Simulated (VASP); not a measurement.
Crystal: Mg2F3.

```xyz
5
Lattice="1.6345 0.9437 7.5768 -1.6345 0.9437 7.5768 0.0000 -1.8874 7.5768" Properties=species:S:1:pos:R:3 pbc="T T T"
Mg    0.0000    0.0000    9.0921
Mg    0.0000    0.0000   13.6382
F     0.0000    0.0000    0.0000
F     0.0000    0.0000    4.7620
F     0.0000    0.0000   17.9683
```

```yaml
Program: VASP 6.6.1
Task: relaxation of cell and atoms
Functional: PBE
Potentials_or_basis: VASP PAW PBE potentials, release 64 (Mg, F)
Cutoff: 600 eV
k_mesh: 6 × 6 × 6
Occupations: gaussian, width 0.1 eV
Spin: no spin polarisation
```

At the start: pressure -7.8 GPa; volume 14.02 Å³/atom.

Where does the relaxation end?

Over 15 steps the energy falls by 270.9 meV/atom and the volume is 14.33 Å³/atom (+2.2 %); space group R-3m (No. 166, to 0.1 Å) before and after.

Step by step:
```csv
step,energy change (eV),largest force (eV/Å),pressure (GPa),volume (Å³)
1,0.0000,2.7624,-7.83,70.12
2,-1.0445,1.0608,-0.27,63.33
3,-1.1275,0.4678,4.08,60.92
4,-1.1277,0.4298,4.45,60.74
5,-1.2175,0.4530,1.09,63.50
6,-1.2444,0.4637,-1.67,66.30
7,-1.2776,0.2743,-0.84,66.19
8,-1.2968,0.2466,0.59,65.97
9,-1.3102,0.1794,0.10,66.75
10,-1.3268,0.0401,-0.93,69.15
11,-1.3372,0.0140,-0.26,69.02
12,-1.3425,0.0854,1.34,68.74
13,-1.3433,0.0653,0.92,68.81
14,-1.3494,0.0404,0.60,69.66
15,-1.3547,0.0124,0.00,71.66
```

Final structure:
```cif
data_structure
_symmetry_space_group_name_H-M 'P 1'
_symmetry_Int_Tables_number 1
_cell_length_a 7.7090
_cell_length_b 7.7090
_cell_length_c 7.7090
_cell_angle_alpha 24.940
_cell_angle_beta 24.940
_cell_angle_gamma 24.940
_cell_volume 71.66
loop_
_atom_site_label
_atom_site_type_symbol
_atom_site_fract_x
_atom_site_fract_y
_atom_site_fract_z
_atom_site_occupancy
Mg1 Mg 0.39958 0.39958 0.39958 1
Mg2 Mg 0.60042 0.60042 0.60042 1
F1 F 0.00000 0.00000 0.00000 1
F2 F 0.23584 0.23584 0.23584 1
F3 F 0.76416 0.76416 0.76416 1
```

Caveat: the k points lie up to 0.37 Å⁻¹ apart in the final cell, too coarse for converged energies and pressures of a metal; an odd number of electrons without spin polarisation forces a metal; a magnetic or distorted state may lie lower.
